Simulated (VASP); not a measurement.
# In (I4/mmm) in VASP: a series of runs

The runs below take In through single point, with PBE0, r2SCAN50, HF, r2SCAN.

All numbers are computed with VASP 6.6.1; they aren't measurements. Logs are shortened: lines on timing, memory, paths and dates and some standing lists are left out, and cuts for length are marked.

## Step 1: The cell of the first run

The structure is tetragonal, space group I4/mmm (No. 139). The conventional cell has a = 3.272 Å, b = 3.272 Å, c = 4.980 Å, α = 90.00°, β = 90.00°, γ = 90.00°. Within 4.3 Å of In (site symmetry 4/mmm) lie 12 In at 3.27 to 3.40 Å.

## Step 2: Single point, PBE0

POSCAR reads:

```
In
1.0
   -1.6362350157      1.6362350157      2.4900825966
    1.6362350157     -1.6362350157      2.4900825966
    1.6362350157      1.6362350157     -2.4900825966
In
1
Direct
    0.0000000000      0.0000000000      0.0000000000
```

INCAR.step1 reads:

```
SYSTEM = In
ALGO = Normal
EDIFF = 1E-5
ENCUT = 520
GGA = PE
ISIF = 2
ISMEAR = -1
LASPH = .TRUE.
LCHARG = .FALSE.
LREAL = .FALSE.
LWAVE = .TRUE.
NBANDS = 12
NELM = 100
PREC = Accurate
SIGMA = 0.05
```

INCAR.step2 reads:

```
SYSTEM = In
AEXX = 0.25
ALGO = Normal
EDIFF = 1E-6
ENCUT = 520
GGA = PE
ISIF = 2
ISMEAR = -1
ISTART = 1
LASPH = .TRUE.
LCHARG = .FALSE.
LHFCALC = .TRUE.
LREAL = .FALSE.
LWAVE = .FALSE.
NBANDS = 12
NELM = 100
PREC = Accurate
PRECFOCK = Normal
SIGMA = 0.05
```

KPOINTS reads:

```
k-points
0
G
  6 6 6
  0 0 0
```

Potentials or basis: VASP PAW PBE potentials, release 64 (In_d).

The run is started by

```
cat potpaw_PBE.64/In_d/POTCAR > POTCAR
cp INCAR.step1 INCAR
mpirun -np 1 vasp_std > vasp.out
cp INCAR.step2 INCAR
mpirun -np 1 vasp_std > vasp.out
```

OUTCAR:

```text
SYSTEM = In
   AEXX = 0.25
   EDIFF = 1E-6
   ENCUT = 520
   GGA = PE
   ISIF = 2
   ISMEAR = -1
   ISTART = 1
   LASPH = .TRUE.
   LHFCALC = .TRUE.
   LREAL = .FALSE.
   NELM = 100
   PREC = Accurate
   PRECFOCK = Normal

 ion  position               nearest neighbor table
   1  0.000  0.000  0.000-

  LATTYP: Found a body centered tetragonal cell.
 ALAT       =     3.2724700314
 C/A-ratio  =     1.5218367610

  Lattice vectors:

 A1 = (  -1.6362350157,   1.6362350157,   2.4900825966)
 A2 = (   1.6362350157,  -1.6362350157,   2.4900825966)
 A3 = (   1.6362350157,   1.6362350157,  -2.4900825966)

Analysis of symmetry for initial positions (statically):
=====================================================================
 Subroutine PRICEL returns:
 Original cell was already a primitive cell.

 Routine SETGRP: Setting up the symmetry group for a
 body centered tetragonal supercell.

 Subroutine GETGRP returns: Found 16 space group operations
 (whereof 16 operations were pure point group operations)
 out of a pool of 16 trial point group operations.

The static configuration has the point symmetry D_4h.

Analysis of symmetry for dynamics (positions and initial velocities):
=====================================================================
 Subroutine PRICEL returns:
 Original cell was already a primitive cell.

 Routine SETGRP: Setting up the symmetry group for a
 body centered tetragonal supercell.

 Subroutine GETGRP returns: Found 16 space group operations
 (whereof 16 operations were pure point group operations)
 out of a pool of 16 trial point group operations.

The dynamic configuration has the point symmetry D_4h.

 Subroutine INISYM returns: Found 16 space group operations
 (whereof 16 operations are pure point group operations),
 and found     1 'primitive' translations

----------------------------------------------------------------------------------------

                                     Primitive cell

  volume of cell :      26.6664

  direct lattice vectors                    reciprocal lattice vectors
    -1.636235016  1.636235016  2.490082597     0.000000000  0.305579575  0.200796552
     1.636235016 -1.636235016  2.490082597     0.305579575  0.000000000  0.200796552
     1.636235016  1.636235016 -2.490082597     0.305579575  0.305579575  0.000000000

  length of vectors
     3.399270715  3.399270715  3.399270715     0.365647551  0.365647551  0.432154779

  position of ions in fractional coordinates (direct lattice)
     0.000000000  0.000000000  0.000000000

  ion indices of the primitive-cell ions
   primitive index   ion index
                 1           1

----------------------------------------------------------------------------------------

 KPOINTS: k-points

Automatic generation of k-mesh.
 Grid dimensions read from file:
 generate k-points for:    6    6    6

 Generating k-lattice:

  Cartesian coordinates                     Fractional coordinates (reciprocal lattice)
     0.000000000  0.050929929  0.033466092     0.166666667  0.000000000  0.000000000
     0.050929929  0.000000000  0.033466092     0.000000000  0.166666667  0.000000000
     0.050929929  0.050929929  0.000000000     0.000000000  0.000000000  0.166666667

  Length of vectors
     0.060941259  0.060941259  0.072025796

  Shift w.r.t. Gamma in fractional coordinates (k-lattice)
     0.000000000  0.000000000  0.000000000

 Subroutine IBZKPT returns following result:
 ===========================================

 Found     30 irreducible k-points:

 Following reciprocal coordinates:
            Coordinates               Weight
  0.000000  0.000000  0.000000      1.000000
  0.166667  0.000000  0.000000      8.000000
  0.333333  0.000000 -0.000000      8.000000
  0.500000  0.000000 -0.000000      4.000000
  0.166667  0.166667 -0.000000      8.000000
  0.333333  0.166667 -0.000000     16.000000
[... 16 lines left out ...]
 -0.333333 -0.333333  0.166667      8.000000
 -0.166667 -0.333333  0.166667      8.000000
 [... further k-points ...]
   k-points           NKPTS =     30   k-points in BZ     NKDIM =    216   number of bands    NBANDS=     12
   number of dos      NEDOS =    301   number of ions     NIONS =      1
   total plane-waves  NPLWV =  21952
   dimension x,y,z NGX =    28 NGY =   28 NGZ =   28
   dimension x,y,z NGXF=    56 NGYF=   56 NGZF=   56
   ions per type =               1
   NGX,Y,Z   is equivalent  to a cutoff of  13.69, 13.69, 13.69 a.u.
   NGXF,Y,Z  is equivalent  to a cutoff of  27.39, 27.39, 27.39 a.u.
 SYSTEM =  In
   PREC   = accura    normal or accurate (medium, high low for compatibility)
   ISTART =      1    job   : 0-new  1-cont  2-samecut
   ICHARG =      0    charge: 1-file 2-atom 10-const
   ISPIN  =      1    spin polarized calculation?
   LNONCOLLINEAR =      F non collinear calculations
   LSORBIT =      F    spin-orbit coupling
   LASPH  =      T    aspherical Exc in radial PAW
   ENCUT  =  520.0 eV  38.22 Ry    6.18 a.u.   6.32  6.32  6.32*2*pi/ulx,y,z
   NELM   =    100;   NELMIN=  2; NELMDL=  0     # of ELM steps
   EDIFF  = 0.1E-05   stopping-criterion for ELM
   LREAL  =      F    real-space projection
   EDIFFG = 0.1E-04   stopping-criterion for IOM
   NSW    =      0    number of steps for IOM
   IBRION =     -1    ionic relax: 0-MD 1-quasi-New 2-CG
   NFREE  =      0    steps in history (QN), initial steepest desc. (CG)
   ISIF   =      2    stress and relaxation
   ISYM   =      3    0-nonsym 1-usesym 2-fastsym
   POTIM  = 0.5000    time-step for ionic-motion
   TEBEG  =    0.0;   TEEND  =   0.0 temperature during run
   PSTRESS=    0.0 pullay stress
   NELECT =      13.0000    total number of electrons
   NUPDOWN=      -1.0000    fix difference up-down
   EMIN   =  10.00;   EMAX   =-10.00  energy-range for DOS
   EFERMI =   0.00;   METHOD = LEGACY
   ISMEAR =    -1;   SIGMA  =   0.05  broadening in eV -4-tet -1-fermi 0-gaus
   EFERMI_NEDOS =   21; number of points for ismear=-14 and -15
   IALGO  =     38    algorithm
   IMIX   =      1    mixing-type and parameters
     AMIX     =   0.40;   BMIX     =  1.00
     AMIX_MAG =   1.60;   BMIX_MAG =  1.00
  volume/ion in A,a.u.               =      26.67       179.95
  Fermi-wavevector in a.u.,A,eV,Ry     =   1.288450  2.434817 22.587079  1.660103
  Thomas-Fermi vector in A             =   2.420403
   LORBIT       =      0    0 simple, 1 ext, 2 COOP (PROOUT), +10 PAW based schemes
   GGA     = PE    functional components
   LHFCALC =     T    Hartree Fock is set to
   PRECFOCK=normal    Normal, Fast or Accurate (Low or Medium for compatibility)
   ENCUT4O =  -1.0   cutoff for four orbital integrals eV
   NKREDX  =     1    reduce k-point grid by
   NKREDY  =     1    reduce k-point grid by
   NKREDZ  =     1    reduce k-point grid by
   AEXX    =    0.2500 exact exchange contribution
   HFSCREEN=    0.0000 screening length (either q_TF or 0.3 A-1)
   HFSCREENC=   0.0000 screening length for correlation (either q_TF or 0.3 A-1)
   ENCUTFOCK=  -1.0 apply spherical cutoff to Coloumb kernel
   IVDW    =     0    specifies the selected vdW correction
   LEPSILON=     F    determine dielectric tensor
   LRPA    =     F    only Hartree local field effects (RPA)
 non-spin polarized calculation
  energy-cutoff  :      520.00
  volume of cell :       26.67
 maximum number of plane-waves:       728
 NGX is ok and might be reduce to    28
  NGX = 20; NGY = 20; NGZ = 20

 number of electron      13.0000003 magnetization

 Free energy of the ion-electron system (eV)
  ---------------------------------------------------
  ext. energy  EPLUGINS =         0.00000000
  ---------------------------------------------------
  free energy    TOTEN  =        -3.24393326 eV

  energy without entropy =       -3.24253015  energy(sigma->0) =       -3.24323170

 E-fermi :   7.2538     XC(G=0):  -8.0260

 val. band max:        6.8129283425   @ k =  -0.3333   0.5000   0.3333
 cond. band min:       7.3510107670   @ k =   0.3333   0.3333  -0.0000
 fundamental gap:      0.5380824245
 Fermi energy:         7.2537911612

 k-point     1 :       0.0000    0.0000    0.0000
  band No.  band energies     occupation
      1      -9.9023      2.00000
      2      -9.7900      2.00000
      3      -9.7900      2.00000
      4      -9.7090      2.00000
      5      -9.6147      2.00000
      6      -3.8498      2.00000
      7      18.9749      0.00000
      8      18.9749      0.00000
      9      19.1654      0.00000
     10      19.9208      0.00000
     11      22.2524      0.00000
     12      22.3805      0.00000

 k-point     2 :       0.1667    0.0000    0.0000
  band No.  band energies     occupation
      1      -9.8720      2.00000
      2      -9.7979      2.00000
      3      -9.7562      2.00000
      4      -9.6871      2.00000
      5      -9.6244      2.00000
      6      -3.1677      2.00000
      7      14.0949      0.00000
      8      17.8811      0.00000
      9      18.3602      0.00000
     10      19.6573      0.00000
     11      21.7401      0.00000
     12      23.8827      0.00000

 k-point     3 :       0.3333    0.0000   -0.0000
  band No.  band energies     occupation
      1      -9.8731      2.00000
      2      -9.8394      2.00000
      3      -9.7561      2.00000
      4      -9.5749      2.00000
      5      -9.5666      2.00000
      6      -1.0720      2.00000
      7       8.1604      0.00000
      8      16.4237      0.00000
      9      17.7333      0.00000
     10      19.4984      0.00000
     11      20.1488      0.00000
     12      22.4134      0.00000

 k-point     4 :       0.5000    0.0000   -0.0000
  band No.  band energies     occupation
      1      -9.8924      2.00000
      2      -9.8600      2.00000
      3      -9.7773      2.00000
      4      -9.5283      2.00000
      5      -9.4915      2.00000
      6       2.0509      2.00000
      7       3.0931      2.00000
      8      15.8504      0.00000
      9      17.5597      0.00000
     10      19.4008      0.00000
     11      19.6440      0.00000
     12      21.4952      0.00000

 k-point     5 :       0.1667    0.1667   -0.0000
  band No.  band energies     occupation
      1      -9.8514      2.00000
      2      -9.7749      2.00000
      3      -9.7368      2.00000
      4      -9.6995      2.00000
      5      -9.5928      2.00000
      6      -2.0568      2.00000
      7      12.6576      0.00000
      8      12.9180      0.00000
      9      17.7091      0.00000
     10      20.5410      0.00000
     11      21.2350      0.00000
     12      22.1707      0.00000
[... 228 lines left out ...]
      1      -9.8523      2.00000
      2      -9.8017      2.00000
      3      -9.6898      2.00000
      4      -9.6360      2.00000
      5      -9.5236      2.00000
      6       3.5444      2.00000
      7       5.2507      2.00000
      8       9.5206      0.00000
      9      11.6452      0.00000
     10      20.4807      0.00000
     11      22.5683      0.00000
     12      25.3279      0.00000

 k-point    22 :      -0.1667    0.5000    0.1667
  band No.  band energies     occupation
      1      -9.9077      2.00000
      2      -9.8135      2.00000
      3      -9.7102      2.00000
      4      -9.5912      2.00000
      5      -9.5193      2.00000
      6       1.4391      2.00000
      7       5.0962      2.00000
      8      12.1336      0.00000
      9      15.6660      0.00000
     10      17.8997      0.00000
     11      24.1355      0.00000
     12      24.1549      0.00000

 k-point    23 :      -0.3333   -0.3333    0.1667
  band No.  band energies     occupation
      1      -9.9015      2.00000
      2      -9.8271      2.00000
      3      -9.6773      2.00000
      4      -9.5747      2.00000
      5      -9.5672      2.00000
      6       0.4706      2.00000
      7       9.7777      0.00000
      8      10.4789      0.00000
      9      12.0016      0.00000
     10      20.8184      0.00000
     11      21.0357      0.00000
     12      23.9042      0.00000

 k-point    24 :      -0.1667   -0.3333    0.1667
  band No.  band energies     occupation
      1      -9.9396      2.00000
      2      -9.8009      2.00000
      3      -9.6795      2.00000
      4      -9.6531      2.00000
      5      -9.5500      2.00000
      6      -1.4961      2.00000
      7      10.8864      0.00000
      8      14.0483      0.00000
      9      15.3616      0.00000
     10      17.7289      0.00000
     11      21.3427      0.00000
     12      24.6792      0.00000

 [... further k-points ...]

------------------------ aborting loop because EDIFF is reached ----------------------------------------

  FORCE on cell =-STRESS in cart. coord.  units (eV):
  Direction    XX          YY          ZZ          XY          YZ          ZX
  --------------------------------------------------------------------------------------
  -------------------------------------------------------------------------------------
  Total       -0.2618825     -0.2618825      0.2082256      0.0000000      0.0000000      0.0000000
  in kB      -15.7344653    -15.7344653     12.5106446      0.0000000      0.0000000      0.0000000
  external PRESSURE =      -6.3194286 kB  Pullay stress =       0.0000000 kB

 VOLUME and BASIS-vectors are now :
 -----------------------------------------------------------------------------
  energy-cutoff  :      520.00
  volume of cell :       26.67
      direct lattice vectors                 reciprocal lattice vectors
    -1.636235016  1.636235016  2.490082597     0.000000000  0.305579575  0.200796552
     1.636235016 -1.636235016  2.490082597     0.305579575  0.000000000  0.200796552
     1.636235016  1.636235016 -2.490082597     0.305579575  0.305579575  0.000000000

 POSITION                                       TOTAL-FORCE (eV/Angst)
 -----------------------------------------------------------------------------------
      0.00000      0.00000      0.00000         0.000000     -0.000000      0.000000
 -----------------------------------------------------------------------------------
    total drift:                                0.000000      0.000000     -0.000000

  FREE ENERGIE OF THE ION-ELECTRON SYSTEM (eV)
  ---------------------------------------------------
  free  energy   TOTEN  =        -3.2439332630 eV

  energy  without entropy=       -3.2425301459  energy(sigma->0) =       -3.24323170
```

It took 39 min on 1 thread of Intel Xeon Platinum 8259CL at 2.50GHz (Skylake/Cascade Lake), shared host; peak memory 0.17 GiB.

What came out:

```
Free energy            : -3.2439 eV
Pressure               : -0.6 GPa
Band gap on the k mesh : zero (an odd number of electrons rules out a gap without spin polarisation)
```

Levels at points of the mesh, in eV from the Fermi level:
```tsv
k point	band 3	band 4	band 5	band 6	band 7	band 8	band 9	band 10
(0.00, 0.00, 0.00)	-17.04	-16.96	-16.87	-11.10	11.72	11.72	11.91	12.67
(0.50, 0.00, 0.00)	-17.03	-16.78	-16.75	-5.20	-4.16	8.60	10.31	12.15
(0.50, 0.50, 0.00)	-16.77	-16.76	-16.68	-2.47	-2.04	4.34	4.81	7.85
(0.50, 0.50, 0.50)	-16.77	-16.73	-16.73	-3.66	-3.41	5.62	5.62	9.00
```

Caveat: the k points lie up to 0.38 Å⁻¹ apart, too coarse for converged energies and pressures of a metal; the PAW data sets were made with another functional, which shifts forces and pressure a little; spin-orbit coupling is left out, which moves the levels of the heavy elements.

## Step 3: Single point, r2SCAN50

This run uses another cell than the first one, of 26.14 Å³/atom.

POSCAR reads:

```
In
1.0
   -1.6254700000      1.6254700000      2.4737000000
    1.6254700000     -1.6254700000      2.4737000000
    1.6254700000      1.6254700000     -2.4737000000
In
1
Direct
    0.0000000000      0.0000000000      0.0000000000
```

INCAR.step1 reads:

```
ALGO = Normal
EDIFF = 1E-5
ENCUT = 520
GGA = PE
ISIF = 2
ISMEAR = -1
LASPH = T
LCHARG = F
LREAL = F
LWAVE = T
NBANDS = 12
NELM = 80
PREC = Accurate
SIGMA = 0.05
```

INCAR.step2 reads:

```
AEXX = 0.5
ALGO = Normal
EDIFF = 1E-6
ENCUT = 520
ISIF = 2
ISMEAR = -1
ISTART = 1
LASPH = T
LCHARG = F
LHFCALC = T
LMIXTAU = T
LREAL = F
LWAVE = F
METAGGA = R2SCAN
NBANDS = 12
NELM = 80
PREC = Accurate
PRECFOCK = Normal
SIGMA = 0.05
```

KPOINTS reads:

```
k-points
0
Gamma
  6 6 6
```

Potentials or basis: VASP PAW PBE potentials, release 64 (In_d).

The run is started by

```
cat potpaw_PBE.64/In_d/POTCAR > POTCAR
cp INCAR.step1 INCAR
mpirun -np 1 vasp_std > vasp.out
cp INCAR.step2 INCAR
mpirun -np 1 vasp_std > vasp.out
```

Run time: 32 min. Hardware: 1 thread of Intel Xeon Platinum 8259CL at 2.50GHz (Skylake/Cascade Lake), shared host; peak memory 0.17 GiB.

The run converged. Its results:

```yaml
Free_energy: -14.1237 eV
Pressure: -1.2 GPa
Band_gap_on_the_k_mesh: zero (an odd number of electrons rules out a gap without spin polarisation)
```

Stress tensor (GPa, compression positive):
```
-2.41  0.00  0.00
 0.00 -2.41  0.00
 0.00  0.00  1.12
```

Levels at points of the mesh, in eV from the Fermi level:
```csv
k point,band 3,band 4,band 5,band 6,band 7,band 8,band 9,band 10
"(0.00, 0.00, 0.00)",-19.76,-19.67,-19.56,-13.25,13.49,13.49,13.74,14.14
"(0.50, 0.00, 0.00)",-19.74,-19.47,-19.43,-6.25,-5.29,10.05,11.97,13.67
"(0.50, 0.50, 0.00)",-19.46,-19.45,-19.36,-3.31,-2.29,5.28,5.82,9.14
"(0.50, 0.50, 0.50)",-19.44,-19.42,-19.42,-4.50,-4.40,6.69,6.69,10.09
```

Caveat: the k points lie up to 0.39 Å⁻¹ apart, too coarse for converged energies and pressures of a metal; the PAW data sets were made with another functional, which shifts forces and pressure a little; spin-orbit coupling is left out, which moves the levels of the heavy elements.

## Step 4: Single point, HF

This run uses another cell than the first one, of 26.14 Å³/atom.

POSCAR is that of step 3.

INCAR.step1 reads:

```
SYSTEM = In
PREC     = Accurate       ! precision mode
ENCUT    = 520            ! plane-wave cutoff, eV
EDIFF    = 1E-5           ! SCF threshold, eV
ISMEAR   = -1             ! smearing method
SIGMA    = 0.05           ! smearing width, eV
LREAL    = .FALSE.        ! projectors in reciprocal space
LASPH    = .TRUE.         ! aspherical terms in the spheres
NELM     = 60             ! most SCF steps
ALGO     = Normal         ! electronic algorithm
ISIF     = 2              ! what is computed and relaxed
LWAVE    = .TRUE.         ! write WAVECAR
LCHARG   = .FALSE.        ! write CHGCAR
NBANDS   = 12             ! bands
GGA      = PE             ! functional
```

INCAR.step2 reads:

```
SYSTEM = In
PREC     = Accurate       ! precision mode
ENCUT    = 520            ! plane-wave cutoff, eV
EDIFF    = 1E-6           ! SCF threshold, eV
ISMEAR   = -1             ! smearing method
SIGMA    = 0.05           ! smearing width, eV
LREAL    = .FALSE.        ! projectors in reciprocal space
LASPH    = .TRUE.         ! aspherical terms in the spheres
NELM     = 60             ! most SCF steps
ALGO     = Normal         ! electronic algorithm
ISIF     = 2              ! what is computed and relaxed
LWAVE    = .FALSE.        ! write WAVECAR
LCHARG   = .FALSE.        ! write CHGCAR
GGA      = PE             ! functional
LHFCALC  = .TRUE.         ! exact exchange
AEXX     = 1.0            ! exact-exchange fraction
ALDAC    = 0.0          
AGGAC    = 0.0          
PRECFOCK = Normal       
NBANDS   = 12             ! bands
ISTART   = 1
```

KPOINTS reads:

```
regular mesh
0
G
  6 6 6
  0 0 0
```

The run is started by

```
cat potpaw_PBE.64/In_d/POTCAR > POTCAR
cp INCAR.step1 INCAR
mpirun -np 1 vasp_std > vasp.out
cp INCAR.step2 INCAR
mpirun -np 1 vasp_std > vasp.out
```

Run time: 31 min. Hardware: 1 thread of Intel Xeon Platinum 8259CL at 2.50GHz (Skylake/Cascade Lake), shared host; peak memory 0.18 GiB.

It converged, with:

* Free energy: -3.9352 eV
* Pressure: 5.8 GPa
* Band gap on the k mesh: zero (an odd number of electrons rules out a gap without spin polarisation)

Stress tensor (GPa, compression positive):
```
4.42 0.00 0.00
0.00 4.42 0.00
0.00 0.00 8.41
```

Levels at points of the mesh, in eV from the Fermi level:
```
           k point  band 4  band 5  band 6  band 7  band 8  band 9
(0.00, 0.00, 0.00)  -24.68  -24.56  -16.75   15.42   15.42   15.65
(0.50, 0.00, 0.00)  -24.47  -24.44   -8.39   -7.22   11.74   13.83
(0.50, 0.50, 0.00)  -24.45  -24.36   -4.71   -3.37    6.53    7.14
(0.50, 0.50, 0.50)  -24.43  -24.43   -6.34   -6.24    8.09    8.09
```

Caveat: the k points lie up to 0.39 Å⁻¹ apart, too coarse for converged energies and pressures of a metal; the PAW data sets were made with another functional, which shifts forces and pressure a little; spin-orbit coupling is left out, which moves the levels of the heavy elements.

(Part 1 of 2 ends here.)
